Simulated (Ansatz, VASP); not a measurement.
**Two plane-wave programs on Zn3Se**

```
Zn Se
1.0
     5.28140    0.00000    0.00000
     0.00000    5.28140    0.00000
     0.00000    0.00000    5.28140
Zn Se
6 2
Cartesian
  1.3203 0.0000 2.6407
  2.6407 3.9610 0.0000
  3.9610 0.0000 2.6407
  2.6407 1.3203 0.0000
  0.0000 2.6407 3.9610
  0.0000 2.6407 1.3203
  0.0000 0.0000 0.0000
  2.6407 2.6407 2.6407
```

Change from the starting cell: species swapped into the Ta3Au type (Pm-3n, No. 223).

Alike in both runs: functional PBE; k mesh 8 × 8 × 8; occupations gaussian, width 0.1 eV; no spin polarisation.

Ansatz relaxed the structure, and its values are those at the end. VASP's run is a single point on that final structure, the one shown.

|  | VASP | Ansatz |
| --- | --- | --- |
| version | VASP 6.6.1 | Ansatz 0.2.0 |
| potentials or method | VASP PAW PBE potentials, release 64 (Zn, Se), cutoff 520 eV | scalar-relativistic, plane waves, PAW |
| valence electrons in the cell | 84 | 104 |

```csv
,VASP,Ansatz,Ansatz less VASP
gap on the k mesh at the Fermi level (eV),none,none,-
pressure (GPa),0.1,0.0,-0.15
```

A gap of «none» marks a metal or a gap that the smearing closes. The functional is the same, so the differences come from potentials, cutoffs and numerics. VASP's potentials hold 84 valence electrons a cell and Ansatz's 104, so a difference there can come from the potentials and not from the codes.
